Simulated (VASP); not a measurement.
A run of VASP 6.6.1 is set up as follows.

Contents of INCAR:

```
SYSTEM = SnO2
PREC = Accurate ; ENCUT = 520
EDIFF = 1E-7 ; ISMEAR = 0
SIGMA = 0.05 ; LREAL = .False.
LASPH = .True. ; NELM = 100
ALGO = Normal ; ISIF = 2
LWAVE = .False. ; LCHARG = .False.
GGA = CA ; NBANDS = 35
```

KPOINTS

```
regular mesh
0
Gamma
  6 6 10
  0 0 0
```

POSCAR

```
SnO2
1.0
    4.5362764805      0.0000000000      0.0000000000
    0.0000000000      4.8187294116      0.0000000000
    0.0000000000      0.0000000000      3.2551600243
Sn O
2 4
Direct
    0.5000000000      0.5000000000      0.5000000000
    0.0000000000      0.0000000000      0.0000000000
    0.2998761306      0.3131897433      0.0000000000
    0.7998761306      0.1868102567      0.5000000000
    0.2001238694      0.8131897433      0.5000000000
    0.7001238694      0.6868102567      0.0000000000
```

Potentials or basis: VASP PAW LDA potentials, release 64 (Sn_d, O).

Launch:

```sh
$ cat potpaw_LDA.64/Sn_d/POTCAR potpaw_LDA.64/O/POTCAR > POTCAR
$ mpirun -np 1 vasp_std > vasp.out
```

(1) What does it give for the pressure?

(2) Estimate the band gap on the k mesh.

(3) What does it give for the largest force?

Results:

(1) -0.2 GPa.

(2) 1.14 eV, direct.

(3) 0.011 eV/Å.

Caveat: spin-orbit coupling is left out, which moves the levels of the heavy elements.
